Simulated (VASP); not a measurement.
# CdSe (P6_3mc) in VASP: notebook, part 2 of 2

VASP 6.6.1. Earlier steps stand in the parts before.

## (5) Single point, r2SCAN

This run uses another cell than the first one, of 28.86 Å³/atom.

Contents of POSCAR:

```
CdSe
1.0
    4.3400420308      0.0000000000      0.0000000000
   -2.1700210154      3.7585866521      0.0000000000
    0.0000000000      0.0000000000      7.0777367860
Cd Se
2 2
Direct
    0.3333333333      0.6666666667      0.0045374022
    0.6666666667      0.3333333333      0.5045374022
    0.3333333333      0.6666666667      0.3804625978
    0.6666666667      0.3333333333      0.8804625978
```

Contents of INCAR.step1:

```
PREC = Accurate
ENCUT = 520
ISMEAR = 0
SIGMA = 0.01
LREAL = False
LASPH = True
NELM = 100
NBANDS = 26
GGA = PE
ALGO = Normal
EDIFF = 1E-4
LWAVE = True
LCHARG = False
```

Contents of INCAR.step2:

```
PREC = Accurate
ENCUT = 520
EDIFF = 1E-7
ISMEAR = 0
SIGMA = 0.01
LREAL = False
LASPH = True
NELM = 100
ALGO = Normal
ISIF = 2
LWAVE = False
LCHARG = False
METAGGA = R2SCAN
LMIXTAU = True
NBANDS = 26
ISTART = 1
```

Contents of KPOINTS:

```
regular mesh
0
Gamma
  6 6 4
```

Potentials or basis: VASP PAW PBE potentials, release 64 (Cd, Se).

Started as:

```console
> cat potpaw_PBE.64/Cd/POTCAR potpaw_PBE.64/Se/POTCAR > POTCAR
> cp INCAR.step1 INCAR
> mpirun -np 1 vasp_std > vasp.out
> cp INCAR.step2 INCAR
> mpirun -np 1 vasp_std > vasp.out
```

OUTCAR:

```text
PREC = Accurate
   ENCUT = 520
   EDIFF = 1E-7
   ISMEAR = 0
   LREAL = False
   LASPH = True
   NELM = 100
   ISIF = 2
   METAGGA = R2SCAN
   ISTART = 1

 ion  position               nearest neighbor table
   1  0.333  0.667  0.005-   4 2.66   4 2.66   4 2.66   3 2.66
   2  0.667  0.333  0.505-   3 2.66   3 2.66   3 2.66   4 2.66
   3  0.333  0.667  0.380-   2 2.66   2 2.66   2 2.66   1 2.66
   4  0.667  0.333  0.880-   1 2.66   1 2.66   1 2.66   2 2.66

  LATTYP: Found a hexagonal cell.
 ALAT       =     4.3400420308
 C/A-ratio  =     1.6307991341

  Lattice vectors:

 A1 = (   4.3400420308,   0.0000000000,   0.0000000000)
 A2 = (  -2.1700210154,   3.7585866521,   0.0000000000)
 A3 = (   0.0000000000,   0.0000000000,   7.0777367860)

Analysis of symmetry for initial positions (statically):
=====================================================================
 Subroutine PRICEL returns:
 Original cell was already a primitive cell.

 Routine SETGRP: Setting up the symmetry group for a
 hexagonal supercell.

 Subroutine GETGRP returns: Found 12 space group operations
 (whereof  6 operations were pure point group operations)
 out of a pool of 24 trial point group operations.

The static configuration has the point symmetry C_3v.
 The point group associated with its full space group is C_6v.

Analysis of symmetry for dynamics (positions and initial velocities):
=====================================================================
 Subroutine PRICEL returns:
 Original cell was already a primitive cell.

 Routine SETGRP: Setting up the symmetry group for a
 hexagonal supercell.

 Subroutine GETGRP returns: Found 12 space group operations
 (whereof  6 operations were pure point group operations)
 out of a pool of 24 trial point group operations.

The dynamic configuration has the point symmetry C_3v.
 The point group associated with its full space group is C_6v.

[... 115 lines left out ...]
   IALGO  =     38    algorithm
   IMIX   =      4    mixing-type and parameters
     AMIX     =   0.40;   BMIX     =  1.00
     AMIX_MAG =   1.60;   BMIX_MAG =  1.00
  volume/ion in A,a.u.               =      28.86       194.78
  Fermi-wavevector in a.u.,A,eV,Ry     =   1.110124  2.097830 16.767474  1.232375
  Thomas-Fermi vector in A             =   2.246671
   LORBIT       =      0    0 simple, 1 ext, 2 COOP (PROOUT), +10 PAW based schemes
   METAGGA = R2SCAN    functional components
   LHFCALC =     F    Hartree Fock is set to
   AEXX    =    0.0000 exact exchange contribution
   IVDW    =     0    specifies the selected vdW correction
   LEPSILON=     F    determine dielectric tensor
   LRPA    =     F    only Hartree local field effects (RPA)
 non-spin polarized calculation
 Gauss-broadening in eV      SIGMA  =   0.01
  energy-cutoff  :      520.00
  volume of cell :      115.46
 maximum number of plane-waves:      3126
   NGX = 17   NGY = 17   NGZ = 27

 number of electron      35.9999986 magnetization

 Free energy of the ion-electron system (eV)
  ---------------------------------------------------
  ext. energy  EPLUGINS =         0.00000000
  ---------------------------------------------------
  free energy    TOTEN  =       -71.82977568 eV

  energy without entropy =      -71.82977568  energy(sigma->0) =      -71.82977568

 E-fermi :   0.4889     XC(G=0):  -9.2970

 val. band max:        0.4451281737   @ k =   0.0000   0.0000   0.0000
 cond. band min:       1.5386508645   @ k =   0.0000   0.0000   0.0000
 fundamental gap:      1.0935226909
 Fermi energy:         0.4889015502

 k-point     1 :       0.0000    0.0000    0.0000
  band No.  band energies     occupation
      1     -12.4334      2.00000
      2     -12.0710      2.00000
      3      -7.6318      2.00000
      4      -7.6259      2.00000
      5      -7.6259      2.00000
      6      -7.5574      2.00000
[... 598 lines left out ...]
     25       9.8083      0.00000
     26       9.8355      0.00000

------------------------ aborting loop because EDIFF is reached ----------------------------------------

  FORCE on cell =-STRESS in cart. coord.  units (eV):
  Direction    XX          YY          ZZ          XY          YZ          ZX
  --------------------------------------------------------------------------------------
  -------------------------------------------------------------------------------------
  Total        0.1848175      0.1848175      0.1721579      0.0000000      0.0000000      0.0000000
  in kB        2.5647254      2.5647254      2.3890472      0.0000000      0.0000000      0.0000000
  external PRESSURE =       2.5061660 kB  Pullay stress =       0.0000000 kB

 VOLUME and BASIS-vectors are now :
 -----------------------------------------------------------------------------
  energy-cutoff  :      520.00
  volume of cell :      115.46
      direct lattice vectors                 reciprocal lattice vectors
     4.340042031  0.000000000  0.000000000     0.230412515  0.133028728  0.000000000
    -2.170021015  3.758586652  0.000000000     0.000000000  0.266057455  0.000000000
     0.000000000  0.000000000  7.077736786     0.000000000  0.000000000  0.141288102

 POSITION                                       TOTAL-FORCE (eV/Angst)
 -----------------------------------------------------------------------------------
     -0.00000      2.50572      0.03211        -0.000000     -0.000000      0.002234
      2.17002      1.25286      3.57098         0.000000     -0.000000      0.002234
     -0.00000      2.50572      2.69281         0.000000      0.000000     -0.002234
      2.17002      1.25286      6.23168         0.000000      0.000000     -0.002234
 -----------------------------------------------------------------------------------
    total drift:                               -0.000000      0.000000      0.002978

  FREE ENERGIE OF THE ION-ELECTRON SYSTEM (eV)
  ---------------------------------------------------
  free  energy   TOTEN  =       -71.8297756822 eV

  energy  without entropy=      -71.8297756822  energy(sigma->0) =      -71.82977568
```

It took 6.8 min on 1 thread of Intel Xeon 8259CL, shared host; peak memory 0.27 GiB.

Results:

* Free energy: -71.8298 eV
* Pressure: 0.3 GPa
* Band gap on the k mesh: 1.09 eV

Forces in eV/Å, atoms in the order of the input:
```
Cd   0.000  0.000  0.002
Cd   0.000  0.000  0.002
Se   0.000  0.000 -0.002
Se   0.000  0.000 -0.002
```

Caveat: the PAW data sets were made with another functional, which shifts forces and pressure a little.

## (6) Summary

| cell | gap on the mesh (eV) | pressure (GPa) |
| --- | --- | --- |
| a = 4.297, b = 4.297, c = 7.143 Å, angles 90.0, 90.0, 120.0°, 4 atoms, atomic positions A | 1.08 | 0.8 |
| a = 4.318, b = 4.318, c = 7.108 Å, angles 90.0, 90.0, 120.0°, 4 atoms, atomic positions B | 1.09 | 0.6 |
| a = 4.318, b = 4.318, c = 7.099 Å, angles 90.0, 90.0, 120.0°, 4 atoms, atomic positions B | 1.10 | 0.6 |
| a = 4.340, b = 4.340, c = 7.078 Å, angles 90.0, 90.0, 120.0°, 4 atoms, atomic positions C | 1.09 | 0.3 |

Alike in all rows: task single point; level r2SCAN; potentials or basis VASP PAW PBE potentials, release 64 (Cd, Se); no spin polarisation; k mesh 6 × 6 × 4; cutoff (eV) 520; smearing gaussian 0.01 eV.

Caveats: the PAW data sets were made with another functional, which shifts forces and pressure a little.

Absolute energies hang on the potentials; compare differences alone.
